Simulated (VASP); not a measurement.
# CdTe (F-43m) in VASP: notebook

Runs on CdTe. Level: PBEsol. Tasks: single point.

Program: VASP 6.6.1. These are calculated values, not measurements. Logs are shortened: lines on timing, memory, paths and dates and some standing lists are left out, and cuts for length are marked.

## 1. The cell of the first run

It takes space group F-43m (No. 216, cubic). The conventional cell has a = 6.234 Å, b = 6.234 Å, c = 6.234 Å, α = 90.00°, β = 90.00°, γ = 90.00°. Cd (site symmetry -43m) has 4 Te at 2.70 Å within 3.6 Å. Te (site symmetry -43m) has 4 Cd at 2.70 Å within 3.6 Å.

## 2. Single point, PBEsol

File INCAR:

```
SYSTEM = CdTe
ALGO = Normal
EDIFF = 1E-6
ENCUT = 520
GGA = PS
ISIF = 2
ISMEAR = 0
LASPH = .TRUE.
LCHARG = .FALSE.
LREAL = .FALSE.
LWAVE = .FALSE.
NBANDS = 16
NELM = 100
PREC = Accurate
SIGMA = 0.01
```

File KPOINTS:

```
k-points
0
G
  6 6 6
  0 0 0
```

File POSCAR:

```
CdTe
1.0
    0.0000000000      3.1171471880      3.1171471880
    3.1171471880      0.0000000000      3.1171471880
    3.1171471880      3.1171471880      0.0000000000
Cd Te
1 1
Direct
    0.0000000000      0.0000000000      0.0000000000
    0.2500000000      0.2500000000      0.2500000000
```

Potentials or basis: VASP PAW PBE potentials, release 64 (Cd, Te).

On the command line:

```bash
$ cat potpaw_PBE.64/Cd/POTCAR potpaw_PBE.64/Te/POTCAR > POTCAR
$ mpirun -np 1 vasp_std > vasp.out
```

OUTCAR:

```text
SYSTEM = CdTe
   EDIFF = 1E-6
   ENCUT = 520
   GGA = PS
   ISIF = 2
   ISMEAR = 0
   LASPH = .TRUE.
   LREAL = .FALSE.
   NELM = 100
   PREC = Accurate

 ion  position               nearest neighbor table
   1  0.000  0.000  0.000-   2 2.70   2 2.70   2 2.70   2 2.70
   2  0.250  0.250  0.250-   1 2.70   1 2.70   1 2.70   1 2.70

  LATTYP: Found a face centered cubic cell.
 ALAT       =     6.2342943760

  Lattice vectors:

 A1 = (   0.0000000000,   3.1171471880,   3.1171471880)
 A2 = (   3.1171471880,   0.0000000000,   3.1171471880)
 A3 = (   3.1171471880,   3.1171471880,   0.0000000000)

Analysis of symmetry for initial positions (statically):
=====================================================================
 Subroutine PRICEL returns:
 Original cell was already a primitive cell.

 Routine SETGRP: Setting up the symmetry group for a
 face centered cubic supercell.

 Subroutine GETGRP returns: Found 24 space group operations
 (whereof 24 operations were pure point group operations)
 out of a pool of 48 trial point group operations.

The static configuration has the point symmetry T_d .

Analysis of symmetry for dynamics (positions and initial velocities):
=====================================================================
 Subroutine PRICEL returns:
 Original cell was already a primitive cell.

 Routine SETGRP: Setting up the symmetry group for a
 face centered cubic supercell.

 Subroutine GETGRP returns: Found 24 space group operations
 (whereof 24 operations were pure point group operations)
 out of a pool of 48 trial point group operations.

The dynamic configuration has the point symmetry T_d .

 Subroutine INISYM returns: Found 24 space group operations
 (whereof 24 operations are pure point group operations),
 and found     1 'primitive' translations

----------------------------------------------------------------------------------------

                                     Primitive cell

  volume of cell :      60.5762

  direct lattice vectors                    reciprocal lattice vectors
     0.000000000  3.117147188  3.117147188    -0.160403077  0.160403077  0.160403077
     3.117147188  0.000000000  3.117147188     0.160403077 -0.160403077  0.160403077
     3.117147188  3.117147188  0.000000000     0.160403077  0.160403077 -0.160403077

  length of vectors
     4.408311829  4.408311829  4.408311829     0.277826279  0.277826279  0.277826279

  position of ions in fractional coordinates (direct lattice)
     0.000000000  0.000000000  0.000000000
     0.250000000  0.250000000  0.250000000

  ion indices of the primitive-cell ions
   primitive index   ion index
                 1           1
                 2           2

----------------------------------------------------------------------------------------

 KPOINTS: k-points

Automatic generation of k-mesh.
 Grid dimensions read from file:
 generate k-points for:    6    6    6

 Generating k-lattice:

  Cartesian coordinates                     Fractional coordinates (reciprocal lattice)
    -0.026733846  0.026733846  0.026733846     0.166666667  0.000000000  0.000000000
     0.026733846 -0.026733846  0.026733846     0.000000000  0.166666667  0.000000000
     0.026733846  0.026733846 -0.026733846     0.000000000  0.000000000  0.166666667

  Length of vectors
     0.046304380  0.046304380  0.046304380

  Shift w.r.t. Gamma in fractional coordinates (k-lattice)
     0.000000000  0.000000000  0.000000000

 Subroutine IBZKPT returns following result:
 ===========================================

 Found     16 irreducible k-points:

 Following reciprocal coordinates:
            Coordinates               Weight
  0.000000  0.000000  0.000000      1.000000
  0.166667  0.000000  0.000000      8.000000
  0.333333  0.000000  0.000000      8.000000
  0.500000  0.000000  0.000000      4.000000
  0.166667  0.166667  0.000000      6.000000
  0.333333  0.166667  0.000000     24.000000
[... 8 lines left out ...]
 -0.333333  0.333333  0.166667     24.000000
 -0.333333  0.500000  0.166667     12.000000
   k-points           NKPTS =     16   k-points in BZ     NKDIM =     16   number of bands    NBANDS=     16
   number of dos      NEDOS =    301   number of ions     NIONS =      2
   total plane-waves  NPLWV =  46656
   dimension x,y,z NGX =    36 NGY =   36 NGZ =   36
   dimension x,y,z NGXF=    72 NGYF=   72 NGZF=   72
   ions per type =               1   1
   NGX,Y,Z   is equivalent  to a cutoff of  13.58, 13.58, 13.58 a.u.
   NGXF,Y,Z  is equivalent  to a cutoff of  27.15, 27.15, 27.15 a.u.
 SYSTEM =  CdTe
   PREC   = accura    normal or accurate (medium, high low for compatibility)
   ISTART =      0    job   : 0-new  1-cont  2-samecut
   ICHARG =      2    charge: 1-file 2-atom 10-const
   ISPIN  =      1    spin polarized calculation?
   LNONCOLLINEAR =      F non collinear calculations
   LSORBIT =      F    spin-orbit coupling
   LASPH  =      T    aspherical Exc in radial PAW
   ENCUT  =  520.0 eV  38.22 Ry    6.18 a.u.   8.20  8.20  8.20*2*pi/ulx,y,z
   NELM   =    100;   NELMIN=  2; NELMDL= -5     # of ELM steps
   EDIFF  = 0.1E-05   stopping-criterion for ELM
   LREAL  =      F    real-space projection
   EDIFFG = 0.1E-04   stopping-criterion for IOM
   NSW    =      0    number of steps for IOM
   IBRION =     -1    ionic relax: 0-MD 1-quasi-New 2-CG
   NFREE  =      0    steps in history (QN), initial steepest desc. (CG)
   ISIF   =      2    stress and relaxation
   ISYM   =      2    0-nonsym 1-usesym 2-fastsym
   POTIM  = 0.5000    time-step for ionic-motion
   TEBEG  =    0.0;   TEEND  =   0.0 temperature during run
   PSTRESS=    0.0 pullay stress
   NELECT =      18.0000    total number of electrons
   NUPDOWN=      -1.0000    fix difference up-down
   EMIN   =  10.00;   EMAX   =-10.00  energy-range for DOS
   EFERMI =   0.00;   METHOD = LEGACY
   ISMEAR =     0;   SIGMA  =   0.01  broadening in eV -4-tet -1-fermi 0-gaus
   EFERMI_NEDOS =   21; number of points for ismear=-14 and -15
   IALGO  =     38    algorithm
   IMIX   =      4    mixing-type and parameters
     AMIX     =   0.40;   BMIX     =  1.00
     AMIX_MAG =   1.60;   BMIX_MAG =  1.00
  volume/ion in A,a.u.               =      30.29       204.39
  Fermi-wavevector in a.u.,A,eV,Ry     =   1.092442  2.064416 16.237592  1.193429
  Thomas-Fermi vector in A             =   2.228707
   LORBIT       =      0    0 simple, 1 ext, 2 COOP (PROOUT), +10 PAW based schemes
   GGA     = PS    functional components
   LHFCALC =     F    Hartree Fock is set to
   AEXX    =    0.0000 exact exchange contribution
   IVDW    =     0    specifies the selected vdW correction
   LEPSILON=     F    determine dielectric tensor
   LRPA    =     F    only Hartree local field effects (RPA)
 non-spin polarized calculation
 Gauss-broadening in eV      SIGMA  =   0.01
  energy-cutoff  :      520.00
  volume of cell :       60.58
 maximum number of plane-waves:      1660
 NGX is ok and might be reduce to    36
   NGX = 17   NGY = 17   NGZ = 17

 number of electron      18.0000002 magnetization

 Free energy of the ion-electron system (eV)
  ---------------------------------------------------
  ext. energy  EPLUGINS =         0.00000000
  ---------------------------------------------------
  free energy    TOTEN  =        -5.32954871 eV

  energy without entropy =       -5.32954871  energy(sigma->0) =       -5.32954871

 E-fermi :   3.4561     XC(G=0):  -9.3063

 val. band max:        3.3587834583   @ k =   0.0000   0.0000   0.0000
 cond. band min:       4.3731285569   @ k =   0.0000   0.0000   0.0000
 fundamental gap:      1.0143450986
 Fermi energy:         3.4560925887

 k-point     1 :       0.0000    0.0000    0.0000
  band No.  band energies     occupation
      1      -8.6003      2.00000
      2      -5.3896      2.00000
      3      -5.3896      2.00000
      4      -5.3896      2.00000
      5      -5.0274      2.00000
      6      -5.0274      2.00000
[... 8 lines left out ...]
     15      12.9029      0.00000
     16      12.9029      0.00000

 k-point     2 :       0.1667    0.0000    0.0000
  band No.  band energies     occupation
      1      -8.4693      2.00000
      2      -5.3635      2.00000
      3      -5.3635      2.00000
      4      -5.2990      2.00000
      5      -5.0296      2.00000
      6      -5.0296      2.00000
[... 8 lines left out ...]
     15      11.8117      0.00000
     16      11.8117      0.00000

 k-point     3 :       0.3333    0.0000    0.0000
  band No.  band energies     occupation
      1      -8.2041      2.00000
      2      -5.3191      2.00000
      3      -5.3191      2.00000
      4      -5.0244      2.00000
      5      -5.0244      2.00000
      6      -4.9505      2.00000
[... 8 lines left out ...]
     15      12.3076      0.00000
     16      12.3076      0.00000

 k-point     4 :       0.5000    0.0000    0.0000
  band No.  band energies     occupation
      1      -8.0737      2.00000
      2      -5.3022      2.00000
      3      -5.3022      2.00000
      4      -5.0152      2.00000
      5      -5.0152      2.00000
      6      -4.5774      2.00000
[... 8 lines left out ...]
     15      13.8838      0.00000
     16      13.8838      0.00000

 k-point     5 :       0.1667    0.1667    0.0000
  band No.  band energies     occupation
      1      -8.4259      2.00000
      2      -5.3373      2.00000
      3      -5.3373      2.00000
      4      -5.3075      2.00000
      5      -5.0409      2.00000
      6      -5.0169      2.00000
[... 8 lines left out ...]
     15      12.7322      0.00000
     16      13.1422      0.00000

 k-point     6 :       0.3333    0.1667    0.0000
  band No.  band energies     occupation
      1      -8.2064      2.00000
      2      -5.3049      2.00000
      3      -5.2863      2.00000
      4      -5.1257      2.00000
      5      -5.0091      2.00000
      6      -4.9649      2.00000
[... 8 lines left out ...]
     15      13.1593      0.00000
     16      13.2712      0.00000

 k-point     7 :       0.5000    0.1667    0.0000
  band No.  band energies     occupation
      1      -8.0346      2.00000
      2      -5.2849      2.00000
      3      -5.2647      2.00000
      4      -5.0551      2.00000
      5      -5.0114      2.00000
      6      -4.5549      2.00000
[... 8 lines left out ...]
     15      13.5942      0.00000
     16      13.9930      0.00000

 k-point     8 :      -0.3333    0.1667    0.0000
  band No.  band energies     occupation
      1      -8.0768      2.00000
      2      -5.2858      2.00000
      3      -5.2839      2.00000
      4      -5.0354      2.00000
      5      -5.0342      2.00000
      6      -4.6839      2.00000
[... 8 lines left out ...]
     15      12.6200      0.00000
     16      13.9069      0.00000

 k-point     9 :      -0.1667    0.1667    0.0000
  band No.  band energies     occupation
      1      -8.2934      2.00000
      2      -5.3333      2.00000
      3      -5.3152      2.00000
      4      -5.1453      2.00000
      5      -5.0428      2.00000
      6      -5.0027      2.00000
[... 8 lines left out ...]
     15      12.4709      0.00000
     16      13.2864      0.00000

 k-point    10 :       0.3333    0.3333    0.0000
  band No.  band energies     occupation
      1      -8.0785      2.00000
      2      -5.2213      2.00000
      3      -5.2213      2.00000
      4      -5.1864      2.00000
      5      -4.9960      2.00000
      6      -4.8256      2.00000
[... 8 lines left out ...]
     15      13.8047      0.00000
     16      15.8118      0.00000

 k-point    11 :       0.5000    0.3333    0.0000
  band No.  band energies     occupation
      1      -7.9545      2.00000
      2      -5.2305      2.00000
      3      -5.1906      2.00000
      4      -5.1299      2.00000
      5      -4.9979      2.00000
      6      -4.4711      2.00000
[... 8 lines left out ...]
     15      14.3250      0.00000
     16      15.4001      0.00000

 k-point    12 :      -0.3333    0.3333    0.0000
  band No.  band energies     occupation
      1      -7.9552      2.00000
      2      -5.2550      2.00000
      3      -5.2184      2.00000
      4      -5.0708      2.00000
      5      -5.0232      2.00000
      6      -4.3720      2.00000
[... 8 lines left out ...]
     15      12.4518      0.00000
     16      15.8260      0.00000

 k-point    13 :       0.5000    0.5000    0.0000
  band No.  band energies     occupation
      1      -7.9136      2.00000
      2      -5.2018      2.00000
      3      -5.1564      2.00000
      4      -5.1564      2.00000
      5      -4.9855      2.00000
      6      -4.3983      2.00000
[... 8 lines left out ...]
     15      14.3574      0.00000
     16      15.2618      0.00000

 k-point    14 :       0.5000    0.3333    0.1667
  band No.  band energies     occupation
      1      -8.0365      2.00000
      2      -5.2565      2.00000
      3      -5.2495      2.00000
      4      -5.0958      2.00000
      5      -5.0115      2.00000
      6      -4.6555      2.00000
[... 8 lines left out ...]
     15      13.9441      0.00000
     16      15.0932      0.00000

 k-point    15 :      -0.3333    0.3333    0.1667
  band No.  band energies     occupation
      1      -7.9552      2.00000
      2      -5.2490      2.00000
      3      -5.2267      2.00000
      4      -5.0652      2.00000
      5      -5.0269      2.00000
      6      -4.3693      2.00000
[... 8 lines left out ...]
     15      14.1066      0.00000
     16      14.9608      0.00000

 k-point    16 :      -0.3333    0.5000    0.1667
  band No.  band energies     occupation
      1      -7.9155      2.00000
      2      -5.2184      2.00000
      3      -5.2008      2.00000
      4      -5.0983      2.00000
      5      -5.0126      2.00000
      6      -4.2990      2.00000
[... 8 lines left out ...]
     15      14.8780      0.00000
     16      15.0670      0.00000

------------------------ aborting loop because EDIFF is reached ----------------------------------------

  FORCE on cell =-STRESS in cart. coord.  units (eV):
  Direction    XX          YY          ZZ          XY          YZ          ZX
  --------------------------------------------------------------------------------------
  -------------------------------------------------------------------------------------
  Total        2.6168664      2.6168664      2.6168664     -0.0000000     -0.0000000      0.0000000
  in kB       69.2134028     69.2134028     69.2134028     -0.0000000     -0.0000000      0.0000000
  external PRESSURE =      69.2134028 kB  Pullay stress =       0.0000000 kB

 VOLUME and BASIS-vectors are now :
 -----------------------------------------------------------------------------
  energy-cutoff  :      520.00
  volume of cell :       60.58
      direct lattice vectors                 reciprocal lattice vectors
     0.000000000  3.117147188  3.117147188    -0.160403077  0.160403077  0.160403077
     3.117147188  0.000000000  3.117147188     0.160403077 -0.160403077  0.160403077
     3.117147188  3.117147188  0.000000000     0.160403077  0.160403077 -0.160403077

 POSITION                                       TOTAL-FORCE (eV/Angst)
 -----------------------------------------------------------------------------------
      0.00000      0.00000      0.00000        -0.000000     -0.000000     -0.000000
      1.55857      1.55857      1.55857         0.000000      0.000000      0.000000
 -----------------------------------------------------------------------------------
    total drift:                               -0.000000     -0.000000     -0.000000

  FREE ENERGIE OF THE ION-ELECTRON SYSTEM (eV)
  ---------------------------------------------------
  free  energy   TOTEN  =        -5.3295487051 eV

  energy  without entropy=       -5.3295487051  energy(sigma->0) =       -5.32954871
```

It took 9.3 s on 1 thread of Intel Xeon 6975P-C (Granite Rapids), shared host; peak memory 0.2 GiB.

Results:

```
Free energy            : -5.3295 eV
Pressure               : 6.9 GPa
Band gap on the k mesh : 1.01 eV, direct
```

Levels at points of the mesh, in eV from the valence-band top:
```
           k point  band 7  band 8  band 9  band 10  band 11  band 12
(0.00, 0.00, 0.00)    0.00    0.00    0.00     1.01     4.43     4.43
(0.50, 0.00, 0.00)   -5.21   -0.98   -0.98     1.83     5.05     5.05
(0.50, 0.50, 0.00)   -4.96   -2.33   -2.33     2.20     2.51     9.40
```

Caveat: the PAW data sets were made with another functional, which shifts forces and pressure a little; spin-orbit coupling is left out, which moves the levels of the heavy elements. Expect the measured gap to be larger: semilocal functionals such as PBEsol lack the derivative discontinuity.

## 3. Single point, PBEsol

This run uses another cell than the first one, of 31.17 Å³/atom, 1.029 times its volume.

File INCAR:

```
SYSTEM = CdTe
  PREC = Accurate
  ENCUT = 520
  EDIFF = 1E-6
  ISMEAR = 0
  SIGMA = 0.01
  LREAL = .False.
  LASPH = .True.
  NELM = 60
  ALGO = Normal
  ISIF = 2
  LWAVE = .False.
  LCHARG = .False.
  GGA = PS
  NBANDS = 16
```

File KPOINTS:

```
Automatic mesh
0
Gamma
  6 6 6
  0 0 0
```

File POSCAR:

```
CdTe
1.0
    0.0000000000      3.1469781603      3.1469781603
    3.1469781603      0.0000000000      3.1469781603
    3.1469781603      3.1469781603      0.0000000000
Cd Te
1 1
Direct
    0.0000000000      0.0000000000      0.0000000000
    0.2500000000      0.2500000000      0.2500000000
```

Potentials or basis: VASP PAW PBE potentials, release 64 (Cd, Te).

On the command line:

```bash
$ cat potpaw_PBE.64/Cd/POTCAR potpaw_PBE.64/Te/POTCAR > POTCAR
$ mpirun -np 1 vasp_std > vasp.out
```

Wall time 10 s (1 thread of Intel Xeon 6975P-C (Granite Rapids), shared host); peak memory 0.2 GiB.

Results (log left out):

- Free energy: -5.3946 eV
- Pressure: 5.0 GPa
- Band gap on the k mesh: 0.93 eV, direct

Levels at points of the mesh, in eV from the valence-band top:
| k point | band 6 | band 7 | band 8 | band 9 | band 10 | band 11 | band 12 | band 13 |
| --- | --- | --- | --- | --- | --- | --- | --- | --- |
| (0.00, 0.00, 0.00) | -8.28 | 0.00 | 0.00 | 0.00 | 0.93 | 4.47 | 4.47 | 4.47 |
| (0.50, 0.00, 0.00) | -7.85 | -5.02 | -0.93 | -0.93 | 1.81 | 5.08 | 5.08 | 6.93 |
| (0.50, 0.50, 0.00) | -7.69 | -4.80 | -2.21 | -2.21 | 2.27 | 2.54 | 9.23 | 9.52 |

Caveat: the PAW data sets were made with another functional, which shifts forces and pressure a little; spin-orbit coupling is left out, which moves the levels of the heavy elements.
